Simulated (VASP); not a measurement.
# Rh (P6_3/mmc) in VASP: notebook, part 2 of 2

VASP 6.6.1.

**3. Single point, PBE (14.52 Å³/atom)**

This run uses another cell than the first one, of 14.52 Å³/atom.

The input, INCAR:

```
SYSTEM = Rh
ALGO = Fast ; EDIFF = 1E-6
ENCUT = 520 ; GGA = PE
ISIF = 2 ; ISMEAR = 0
LASPH = .TRUE. ; LCHARG = .FALSE.
LREAL = .FALSE. ; LWAVE = .FALSE.
NBANDS = 22 ; NELM = 100
PREC = Accurate ; SIGMA = 0.15
```

The input, KPOINTS:

```
k-points
0
G
  21 21 12
  0 0 0
```

The input, POSCAR:

```
Rh
1.0
    2.8646706892      0.0000000000      0.0000000000
   -1.4323353446      2.4808775903      0.0000000000
    0.0000000000      0.0000000000      4.0864527382
Rh
2
Direct
    0.6666666667      0.3333333333      0.7500000000
    0.3333333333      0.6666666667      0.2500000000
```

Potentials or basis: VASP PAW PBE potentials, release 64 (Rh_pv).

The run is started by

```
$ cat potpaw_PBE.64/Rh_pv/POTCAR > POTCAR
$ mpirun -np 1 vasp_std > vasp.out
```

It took 59 s on 1 thread of Intel Xeon 6975P-C (Granite Rapids), shared host; peak memory 0.27 GiB.

It converged, with:

| Property | Result |
| --- | --- |
| Free energy | -14.2601 eV |
| Pressure | -2.7 GPa |
| Band gap on the k mesh | zero (bands 15 and 16 overlap by 1.70 eV) |

Stress tensor (GPa, compression positive):
```
-10.59   0.00   0.00
  0.00 -10.59   0.00
  0.00   0.00  13.20
```

Levels at points of the mesh, in eV from the Fermi level:
| k point | band 11 | band 12 | band 13 | band 14 | band 15 | band 16 | band 17 | band 18 | band 19 | band 20 |
| --- | --- | --- | --- | --- | --- | --- | --- | --- | --- | --- |
| (0.00, 0.00, 0.00) | -2.54 | -2.54 | -2.15 | -2.15 | -1.94 | 0.13 | 0.13 | 2.17 | 9.94 | 15.16 |
| (0.00, 0.00, 0.50) | -3.29 | -3.29 | -2.44 | -2.44 | -0.26 | -0.26 | -0.26 | -0.26 | 14.84 | 14.84 |

**4. Single point, PBE (14.52 Å³/atom)**

This run uses another cell than the first one, of 14.52 Å³/atom.

The input, INCAR:

```
PREC     = Accurate       # precision mode
ENCUT    = 520            # plane-wave cutoff, eV
EDIFF    = 1E-6           # SCF threshold, eV
ISMEAR   = 0              # smearing method
SIGMA    = 0.15           # smearing width, eV
LREAL    = False          # projectors in reciprocal space
LASPH    = True           # aspherical terms in the spheres
NELM     = 80             # most SCF steps
ALGO     = Fast           # electronic algorithm
ISIF     = 2              # what is computed and relaxed
LWAVE    = False          # write WAVECAR
LCHARG   = True           # write CHGCAR
GGA      = PE             # functional
LELF     = True           # ELF
LVHAR    = True         
NBANDS   = 22             # bands
```

The input, KPOINTS:

```
Automatic mesh
0
Gamma
  21 21 12
```

The input, POSCAR:

```
Rh
1.0
    2.6434222755      0.0000000000      0.0000000000
   -1.3217111378      2.2892708435      0.0000000000
    0.0000000000      0.0000000000      4.7991331412
Rh
2
Direct
    0.6666666667      0.3333333333      0.7500000000
    0.3333333333      0.6666666667      0.2500000000
```

Potentials or basis: VASP PAW PBE potentials, release 64 (Rh_pv).

The run is started by

```
$ cat potpaw_PBE.64/Rh_pv/POTCAR > POTCAR
$ mpirun -np 1 vasp_std > vasp.out
```

OUTCAR:

```text
PREC = Accurate
   ENCUT = 520
   EDIFF = 1E-6
   ISMEAR = 0
   LREAL = False
   LASPH = True
   NELM = 80
   ISIF = 2
   GGA = PE

 ion  position               nearest neighbor table
   1  0.667  0.333  0.750-   2 2.84   2 2.84   2 2.84   2 2.84   2 2.84   2 2.84
   2  0.333  0.667  0.250-   1 2.84   1 2.84   1 2.84   1 2.84   1 2.84   1 2.84

  LATTYP: Found a hexagonal cell.
 ALAT       =     2.6434222755
 C/A-ratio  =     1.8155000000

  Lattice vectors:

 A1 = (   2.6434222755,   0.0000000000,   0.0000000000)
[... 191 lines left out ...]
      2     -35.3592      2.00000
      3     -35.3592      2.00000
      4     -35.3303      2.00000
      5     -35.3152      2.00000
      6     -35.3152      2.00000
[... 589 lines left out ...]
     21      27.4533      0.00000
     22      28.4672      0.00000

 [... further k-points ...]
[... 5 lines left out ...]
  --------------------------------------------------------------------------------------
  -------------------------------------------------------------------------------------
  Total        1.0803289      1.0803289     -4.0241201     -0.0000000      0.0000000      0.0000000
  in kB       59.5991491     59.5991491   -222.0010353     -0.0000000      0.0000000      0.0000000
  external PRESSURE =     -34.2675790 kB  Pullay stress =       0.0000000 kB

 VOLUME and BASIS-vectors are now :
 -----------------------------------------------------------------------------
  energy-cutoff  :      520.00
  volume of cell :       29.04
      direct lattice vectors                 reciprocal lattice vectors
     2.643422275  0.000000000  0.000000000     0.378297486  0.218410155  0.000000000
    -1.321711138  2.289270844  0.000000000     0.000000000  0.436820310  0.000000000
     0.000000000  0.000000000  4.799133141     0.000000000  0.000000000  0.208370964

 POSITION                                       TOTAL-FORCE (eV/Angst)
 -----------------------------------------------------------------------------------
      1.32171      0.76309      3.59935        -0.000000     -0.000000      0.000000
     -0.00000      1.52618      1.19978         0.000000      0.000000      0.000000
 -----------------------------------------------------------------------------------
    total drift:                                0.000000     -0.000000      0.000000

  FREE ENERGIE OF THE ION-ELECTRON SYSTEM (eV)
  ---------------------------------------------------
  free  energy   TOTEN  =       -14.2483306483 eV

  energy  without entropy=      -14.2099980234  energy(sigma->0) =      -14.22916434
```

Run time: 71 s. Hardware: 1 thread of Intel Xeon 6975P-C (Granite Rapids), shared host; peak memory 0.26 GiB.

What came out:

| Property | Result |
| --- | --- |
| Free energy | -14.2483 eV |
| Pressure | -3.4 GPa |
| Band gap on the k mesh | zero (bands 15 and 16 overlap by 2.46 eV) |

Stress tensor (GPa, compression positive):
```
  5.96   0.00   0.00
  0.00   5.96   0.00
  0.00   0.00 -22.20
```

Caveat: the cell stands under tension.

**5. Single point, PBE (14.52 Å³/atom)**

This run uses another cell than the first one, of 14.52 Å³/atom.

The input, INCAR:

```
SYSTEM = Rh
PREC     = Accurate       ! precision mode
ENCUT    = 520            ! plane-wave cutoff, eV
EDIFF    = 1E-6           ! SCF threshold, eV
ISMEAR   = 0              ! smearing method
SIGMA    = 0.15           ! smearing width, eV
LREAL    = .FALSE.        ! projectors in reciprocal space
LASPH    = .TRUE.         ! aspherical terms in the spheres
NELM     = 80             ! most SCF steps
ALGO     = Fast           ! electronic algorithm
ISIF     = 2              ! what is computed and relaxed
LWAVE    = .FALSE.        ! write WAVECAR
LCHARG   = .FALSE.        ! write CHGCAR
GGA      = PE             ! functional
NBANDS   = 22             ! bands
```

The input, KPOINTS:

```
Automatic mesh
0
G
  21 21 12
  0 0 0
```

The input, POSCAR:

```
Rh
1.0
    2.7518188190      0.0000000000      0.0000000000
   -1.3759094095      2.3831450039      0.0000000000
    0.0000000000      0.0000000000      4.4284955914
Rh
2
Direct
    0.6666666667      0.3333333333      0.7500000000
    0.3333333333      0.6666666667      0.2500000000
```

The run is started by

```
$ cat potpaw_PBE.64/Rh_pv/POTCAR > POTCAR
$ mpirun -np 1 vasp_std > vasp.out
```

It took 66 s on 1 thread of Intel Xeon 6975P-C (Granite Rapids), shared host; peak memory 0.27 GiB.

The run converged. Its results:

```yaml
Free_energy: -14.4432 eV
Pressure: -6.8 GPa
Band_gap_on_the_k_mesh: zero (bands 15 and 16 overlap by 2.18 eV)
```

Stress tensor (GPa, compression positive):
```
-6.92  0.00  0.00
 0.00 -6.92  0.00
 0.00  0.00 -6.66
```

Levels at points of the mesh, in eV from the Fermi level:
| k point | band 12 | band 13 | band 14 | band 15 | band 16 | band 17 | band 18 | band 19 |
| --- | --- | --- | --- | --- | --- | --- | --- | --- |
| (0.00, 0.00, 0.00) | -2.30 | -2.30 | -1.79 | -1.79 | 0.12 | 0.12 | 0.84 | 8.17 |
| (0.00, 0.00, 0.50) | -2.90 | -2.90 | -2.90 | -0.41 | -0.41 | -0.41 | -0.41 | 14.64 |

Caveat: the cell stands under tension.

**6. Single point, PBE (14.52 Å³/atom)**

This run uses another cell than the first one, of 14.52 Å³/atom.

The input, INCAR:

```
ALGO = Fast
EDIFF = 1E-6
ENCUT = 520
GGA = PE
ISIF = 2
ISMEAR = 0
LASPH = True
LCHARG = True
LELF = True
LREAL = False
LVHAR = True
LWAVE = False
NBANDS = 22
NELM = 60
PREC = Accurate
SIGMA = 0.15
```

The input, KPOINTS:

```
k-points
0
Gamma
  21 21 12
```

The input, POSCAR:

```
Rh
1.0
    2.8077053556      0.0000000000      0.0000000000
   -1.4038526778      2.4315441643      0.0000000000
    0.0000000000      0.0000000000      4.2539543843
Rh
2
Direct
    0.6666666667      0.3333333333      0.7500000000
    0.3333333333      0.6666666667      0.2500000000
```

Potentials or basis: VASP PAW PBE potentials, release 64 (Rh_pv).

The run is started by

```
$ cat potpaw_PBE.64/Rh_pv/POTCAR > POTCAR
$ mpirun -np 1 vasp_std > vasp.out
```

It took 64 s on 1 thread of Intel Xeon 6975P-C (Granite Rapids), shared host; peak memory 0.27 GiB.

It converged, with:

```yaml
Free_energy: -14.3940 eV
Pressure: -5.5 GPa
Band_gap_on_the_k_mesh: zero (bands 15 and 16 overlap by 1.99 eV)
```

Stress tensor (GPa, compression positive):
```
-9.75  0.00  0.00
 0.00 -9.75  0.00
 0.00  0.00  3.09
```

Levels at points of the mesh, in eV from the Fermi level:
| k point | band 13 | band 14 | band 15 | band 16 | band 17 | band 18 |
| --- | --- | --- | --- | --- | --- | --- |
| (0.00, 0.00, 0.00) | -2.23 | -2.19 | -2.19 | 0.10 | 0.10 | 1.45 |
| (0.00, 0.00, 0.50) | -2.73 | -2.73 | -0.38 | -0.38 | -0.38 | -0.38 |

Caveat: the cell stands under tension.

**7. The runs side by side**

| cell | gap on the mesh (eV) | pressure (GPa) |
| --- | --- | --- |
| a = 2.698, b = 2.698, c = 4.474 Å, angles 90.0, 90.0, 120.0°, 2 atoms | none | 0.3 |
| a = 2.865, b = 2.865, c = 4.086 Å, angles 90.0, 90.0, 120.0°, 2 atoms | none | -2.7 |
| a = 2.643, b = 2.643, c = 4.799 Å, angles 90.0, 90.0, 120.0°, 2 atoms | none | -3.4 |
| a = 2.752, b = 2.752, c = 4.428 Å, angles 90.0, 90.0, 120.0°, 2 atoms | none | -6.8 |
| a = 2.808, b = 2.808, c = 4.254 Å, angles 90.0, 90.0, 120.0°, 2 atoms | none | -5.5 |

Alike in all rows: task single point; level PBE; potentials or basis VASP PAW PBE potentials, release 64 (Rh_pv); no spin polarisation; k mesh 21 × 21 × 12; cutoff (eV) 520; smearing gaussian 0.15 eV.

Caveats: the cell stands under tension (at least some runs).

Total energies depend on the potentials used, so only differences within one code and one set of settings carry meaning.
